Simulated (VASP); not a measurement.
# Sr3Ru (Pm-3m) in VASP: a series of runs, part 2 of 2

VASP 6.6.1. The steps go on from the part before.

### Step 5. Relaxation of cell and atoms, PBE

The input, INCAR:

```
PREC = Accurate ; ENCUT = 600
EDIFF = 1E-6 ; ISMEAR = 0
SIGMA = 0.1 ; LREAL = False
LASPH = True ; NELM = 100
ALGO = Fast ; ISIF = 3
LWAVE = False ; LCHARG = False
GGA = PE ; IBRION = 2
NSW = 100 ; EDIFFG = -0.01
```

The input, KPOINTS:

```
regular mesh
0
Gamma
  10 10 10
```

The input, POSCAR:

```
Sr3Ru
1.0
    5.0523722867      0.0000000000      0.0000000000
    0.0000000000      5.0523722867      0.0000000000
    0.0000000000      0.0000000000      5.0523722867
Sr Ru
3 1
Direct
    0.0000000000      0.5000000000      0.5000000000
    0.5000000000      0.0000000000      0.5000000000
    0.5000000000      0.5000000000      0.0000000000
    0.0000000000      0.0000000000      0.0000000000
```

Potentials or basis: VASP PAW PBE potentials, release 64 (Sr_sv, Ru_pv).

The run is started by

```sh
$ cat potpaw_PBE.64/Sr_sv/POTCAR potpaw_PBE.64/Ru_pv/POTCAR > POTCAR
$ mpirun -np 1 vasp_std > vasp.out
```

OUTCAR:

```text
PREC = Accurate
   ENCUT = 600
   EDIFF = 1E-6
   ISMEAR = 0
   LREAL = False
   LASPH = True
   NELM = 100
   ISIF = 3
   GGA = PE
   IBRION = 2
   NSW = 100
   EDIFFG = -0.01

 ion  position               nearest neighbor table
   1  0.000  0.500  0.500-   2 3.57   3 3.57   4 3.57   3 3.57   4 3.57   2 3.57   4 3.57   4 3.57
                             2 3.57   3 3.57   3 3.57   2 3.57
   2  0.500  0.000  0.500-   1 3.57   3 3.57   4 3.57   3 3.57   4 3.57   1 3.57   3 3.57   3 3.57
                             1 3.57   4 3.57   4 3.57   1 3.57
   3  0.500  0.500  0.000-   1 3.57   2 3.57   4 3.57   1 3.57   2 3.57   2 3.57   4 3.57   2 3.57
                             1 3.57   4 3.57   1 3.57   4 3.57
   4  0.000  0.000  0.000-   1 3.57   2 3.57   3 3.57   1 3.57   2 3.57   1 3.57   3 3.57   1 3.57
                             2 3.57   3 3.57   2 3.57   3 3.57

  LATTYP: Found a simple cubic cell.
 ALAT       =     5.0523722867

  Lattice vectors:

 A1 = (   5.0523722867,   0.0000000000,   0.0000000000)
 A2 = (   0.0000000000,   5.0523722867,   0.0000000000)
 A3 = (   0.0000000000,   0.0000000000,   5.0523722867)

Analysis of symmetry for initial positions (statically):
=====================================================================
 Subroutine PRICEL returns:
 Original cell was already a primitive cell.

 Routine SETGRP: Setting up the symmetry group for a
 simple cubic supercell.

 Subroutine GETGRP returns: Found 48 space group operations
 (whereof 48 operations were pure point group operations)
 out of a pool of 48 trial point group operations.

The static configuration has the point symmetry O_h .

Analysis of symmetry for dynamics (positions and initial velocities):
=====================================================================
 Subroutine PRICEL returns:
 Original cell was already a primitive cell.

 Routine SETGRP: Setting up the symmetry group for a
 simple cubic supercell.

 Subroutine GETGRP returns: Found 48 space group operations
 (whereof 48 operations were pure point group operations)
 out of a pool of 48 trial point group operations.

The dynamic configuration has the point symmetry O_h .

 Subroutine INISYM returns: Found 48 space group operations
 (whereof 48 operations are pure point group operations),
 and found     1 'primitive' translations

----------------------------------------------------------------------------------------

                                     Primitive cell

  volume of cell :     128.9692

  direct lattice vectors                    reciprocal lattice vectors
     5.052372287  0.000000000  0.000000000     0.197926824  0.000000000  0.000000000
     0.000000000  5.052372287  0.000000000     0.000000000  0.197926824  0.000000000
     0.000000000  0.000000000  5.052372287     0.000000000  0.000000000  0.197926824

  length of vectors
     5.052372287  5.052372287  5.052372287     0.197926824  0.197926824  0.197926824

  position of ions in fractional coordinates (direct lattice)
     0.000000000  0.500000000  0.500000000
     0.500000000  0.000000000  0.500000000
[... 43 lines left out ...]
  0.500000  0.000000  0.000000      3.000000
[... 16 lines left out ...]
  0.200000  0.100000  0.100000     24.000000
  0.300000  0.100000  0.100000     24.000000
 [... further k-points ...]
   k-points           NKPTS =     56   k-points in BZ     NKDIM =     56   number of bands    NBANDS=     26
   number of dos      NEDOS =    301   number of ions     NIONS =      4
   total plane-waves  NPLWV =  64000
   dimension x,y,z NGX =    40 NGY =   40 NGZ =   40
   dimension x,y,z NGXF=    80 NGYF=   80 NGZF=   80
   ions per type =               3   1
   NGX,Y,Z   is equivalent  to a cutoff of  13.16, 13.16, 13.16 a.u.
   NGXF,Y,Z  is equivalent  to a cutoff of  26.32, 26.32, 26.32 a.u.
 SYSTEM =  unknown system
   PREC   = accura    normal or accurate (medium, high low for compatibility)
   ISTART =      0    job   : 0-new  1-cont  2-samecut
   ICHARG =      2    charge: 1-file 2-atom 10-const
   ISPIN  =      1    spin polarized calculation?
   LNONCOLLINEAR =      F non collinear calculations
   LSORBIT =      F    spin-orbit coupling
   LASPH  =      T    aspherical Exc in radial PAW
   ENCUT  =  600.0 eV  44.10 Ry    6.64 a.u.  10.09 10.09 10.09*2*pi/ulx,y,z
   NELM   =    100;   NELMIN=  2; NELMDL= -5     # of ELM steps
   EDIFF  = 0.1E-05   stopping-criterion for ELM
   LREAL  =      F    real-space projection
   EDIFFG = -.1E-01   stopping-criterion for IOM
   NSW    =    100    number of steps for IOM
   IBRION =      2    ionic relax: 0-MD 1-quasi-New 2-CG
   NFREE  =      1    steps in history (QN), initial steepest desc. (CG)
   ISIF   =      3    stress and relaxation
   ISYM   =      2    0-nonsym 1-usesym 2-fastsym
   POTIM  = 0.5000    time-step for ionic-motion
   TEBEG  =    0.0;   TEEND  =   0.0 temperature during run
   PSTRESS=    0.0 pullay stress
   NELECT =      44.0000    total number of electrons
   NUPDOWN=      -1.0000    fix difference up-down
   EMIN   =  10.00;   EMAX   =-10.00  energy-range for DOS
   EFERMI =   0.00;   METHOD = LEGACY
   ISMEAR =     0;   SIGMA  =   0.10  broadening in eV -4-tet -1-fermi 0-gaus
   EFERMI_NEDOS =   21; number of points for ismear=-14 and -15
   IALGO  =     68    algorithm
   IMIX   =      4    mixing-type and parameters
     AMIX     =   0.40;   BMIX     =  1.00
     AMIX_MAG =   1.60;   BMIX_MAG =  1.00
  volume/ion in A,a.u.               =      32.24       217.58
  Fermi-wavevector in a.u.,A,eV,Ry     =   1.143924  2.161702 17.804058  1.308561
  Thomas-Fermi vector in A             =   2.280617
   LORBIT       =      0    0 simple, 1 ext, 2 COOP (PROOUT), +10 PAW based schemes
   GGA     = PE    functional components
   LHFCALC =     F    Hartree Fock is set to
   AEXX    =    0.0000 exact exchange contribution
   IVDW    =     0    specifies the selected vdW correction
   LEPSILON=     F    determine dielectric tensor
   LRPA    =     F    only Hartree local field effects (RPA)
 conjugate gradient relaxation of ions
 non-spin polarized calculation
 RMM-DIIS sequential band-by-band and
 Gauss-broadening in eV      SIGMA  =   0.10
  energy-cutoff  :      600.00
  volume of cell :      128.97
 maximum number of plane-waves:      4337
   NGX = 21   NGY = 21   NGZ = 21

--------------------------------------- Ionic step        1  -------------------------------------------

 number of electron      44.0000000 magnetization

 Free energy of the ion-electron system (eV)
  ---------------------------------------------------
  ext. energy  EPLUGINS =         0.00000000
  ---------------------------------------------------
  free energy    TOTEN  =       -11.83505171 eV

  energy without entropy =      -11.82556047  energy(sigma->0) =      -11.83030609

------------------------ aborting loop because EDIFF is reached ----------------------------------------

  FORCE on cell =-STRESS in cart. coord.  units (eV):
  Direction    XX          YY          ZZ          XY          YZ          ZX
  --------------------------------------------------------------------------------------
  -------------------------------------------------------------------------------------
  Total        0.3134857      0.3134857      0.3134857      0.0000000      0.0000000     -0.0000000
  in kB        3.8944151      3.8944151      3.8944151      0.0000000      0.0000000     -0.0000000
  external PRESSURE =       3.8944151 kB  Pullay stress =       0.0000000 kB
[... 63 lines left out ...]
--------------------------------------- Ionic step        3  -------------------------------------------

 number of electron      44.0000004 magnetization

 Free energy of the ion-electron system (eV)
  ---------------------------------------------------
  ext. energy  EPLUGINS =         0.00000000
  ---------------------------------------------------
  free energy    TOTEN  =       -11.83748755 eV

  energy without entropy =      -11.82779830  energy(sigma->0) =      -11.83264293

 E-fermi :   3.3771     XC(G=0):  -9.1205

 val. band max:        3.3464565638   @ k =   0.5000   0.2000   0.0000
 cond. band min:       3.3786343440   @ k =   0.4000   0.4000   0.0000
 fundamental gap:      0.0321777801
 Fermi energy:         3.3771185173

 k-point     1 :       0.0000    0.0000    0.0000
  band No.  band energies     occupation
      1     -37.7957      2.00000
      2     -37.7957      2.00000
      3     -37.7957      2.00000
      4     -32.4165      2.00000
      5     -32.2860      2.00000
      6     -32.2860      2.00000
[... 685 lines left out ...]
     25       4.7591      0.00000
     26       4.9396      0.00000

 [... further k-points ...]

------------------------ aborting loop because EDIFF is reached ----------------------------------------

  FORCE on cell =-STRESS in cart. coord.  units (eV):
  Direction    XX          YY          ZZ          XY          YZ          ZX
  --------------------------------------------------------------------------------------
  -------------------------------------------------------------------------------------
  Total       -0.0008922     -0.0008922     -0.0008922      0.0000000     -0.0000000      0.0000000
  in kB       -0.0109112     -0.0109112     -0.0109112      0.0000000     -0.0000000      0.0000000
  external PRESSURE =      -0.0109112 kB  Pullay stress =       0.0000000 kB
[... 19 lines left out ...]
  FREE ENERGIE OF THE ION-ELECTRON SYSTEM (eV)
  ---------------------------------------------------
  free  energy   TOTEN  =       -11.8374875514 eV

  energy  without entropy=      -11.8277982999  energy(sigma->0) =      -11.83264293

 reached required accuracy - stopping structural energy minimisation
```

OSZICAR:

```text
N       E                     dE             d eps       ncg     rms          rms(c)
DAV:   1     0.361234900148E+03    0.36123E+03   -0.24613E+04  3016   0.173E+03
DAV:   2     0.123686130749E+02   -0.34887E+03   -0.34491E+03  3426   0.409E+02
DAV:   3    -0.108046937119E+02   -0.23173E+02   -0.22749E+02  4876   0.804E+01
[... 42 lines left out ...]
RMM:   8    -0.118374901701E+02   -0.49394E-05   -0.17093E-04  4174   0.458E-02    0.521E-02
RMM:   9    -0.118374855755E+02    0.45946E-05   -0.81797E-05  4112   0.313E-02    0.144E-02
RMM:  10    -0.118375055914E+02   -0.20016E-04   -0.10264E-04  4021   0.407E-02    0.707E-02
RMM:  11    -0.118374866017E+02    0.18990E-04   -0.60784E-05  3851   0.332E-02    0.484E-03
RMM:  12    -0.118374875708E+02   -0.96917E-06   -0.11301E-05  2837   0.111E-02    0.384E-03
RMM:  13    -0.118374875514E+02    0.19473E-07   -0.35585E-06  2022   0.659E-03
   3 F= -.11837488E+02 E0= -.11832643E+02  d E =-.243584E-02
```

CONTCAR:

```text
Sr3Ru
   1.00000000000000
     5.0789416250817272    0.0000000000000000   -0.0000000000000000
     0.0000000000000000    5.0789416250817272   -0.0000000000000000
     0.0000000000000000    0.0000000000000000    5.0789416250817272
  Sr              Ru
     3     1
Direct
     0.0000000000000000    0.5000000000000000    0.5000000000000000
     0.5000000000000000    0.0000000000000000    0.5000000000000000
     0.5000000000000000    0.5000000000000000    0.0000000000000000
     0.0000000000000000    0.0000000000000000    0.0000000000000000

  0.00000000E+00  0.00000000E+00  0.00000000E+00
  0.00000000E+00  0.00000000E+00  0.00000000E+00
  0.00000000E+00  0.00000000E+00  0.00000000E+00
  0.00000000E+00  0.00000000E+00  0.00000000E+00
```

Wall time 11 min (1 thread of Oxide Virtual Turin-like, shared host); peak memory 0.37 GiB.

Results:

```yaml
Free_energy: -11.8375 eV
Relaxed_volume: 32.75 Å³/atom
Relaxed_cell: a = 5.079 Å, b = 5.079 Å, c = 5.079 Å, α = 90.00°, β = 90.00°, γ = 90.00°
Space_group_after_relaxing_to_0.1_Å: Pm-3m (No. 221)
Energy_gained_by_relaxing: 0.6 meV/atom
Ionic_steps: 3
Pressure_after_relaxing: 0.0 GPa
Band_gap_on_the_k_mesh: zero (bands 22 and 23 overlap by 1.06 eV)
```

Step by step:
| step | energy change (eV) | largest force (eV/Å) | pressure (GPa) | volume (Å³) |
| --- | --- | --- | --- | --- |
| 1 | 0.0000 | 0.0000 | 0.39 | 128.97 |
| 2 | -0.0023 | 0.0000 | 0.11 | 130.44 |
| 3 | -0.0024 | 0.0000 | 0.00 | 131.01 |

Final structure:
```
CELL_PARAMETERS angstrom
5.07894 0.00000 0.00000
0.00000 5.07894 0.00000
0.00000 0.00000 5.07894
ATOMIC_POSITIONS crystal
Sr 0.00000 0.50000 0.50000
Sr 0.50000 0.00000 0.50000
Sr 0.50000 0.50000 0.00000
Ru 0.00000 0.00000 0.00000
```

### Step 6. Overview

```csv
task,cell,k mesh,cutoff (eV),gap on the mesh (eV),pressure (GPa),relaxed volume (Å³/atom)
single point,"a = 5.052 Å, 4 atoms",4 × 4 × 4,520,none,0.3,-
relaxation of cell and atoms,"relaxed from a = 4.765 Å, 4 atoms",4 × 4 × 4,600,none,0.0,32.67
single point,"a = 5.072 Å, 4 atoms",10 × 10 × 10,520,none,0.1,-
relaxation of cell and atoms,"relaxed from a = 5.052 Å, 4 atoms",10 × 10 × 10,600,none,0.0,32.75
```

Alike in all rows: level PBE; potentials or basis VASP PAW PBE potentials, release 64 (Sr_sv, Ru_pv); no spin polarisation; smearing gaussian 0.1 eV.

Caveats: the volume moved by over 15 % at a fixed basis, so the end points are rough (at least some runs).

Absolute energies hang on the potentials; compare differences alone.

The gap in the log of VASP goes by the Fermi energy; the results here count the filled bands.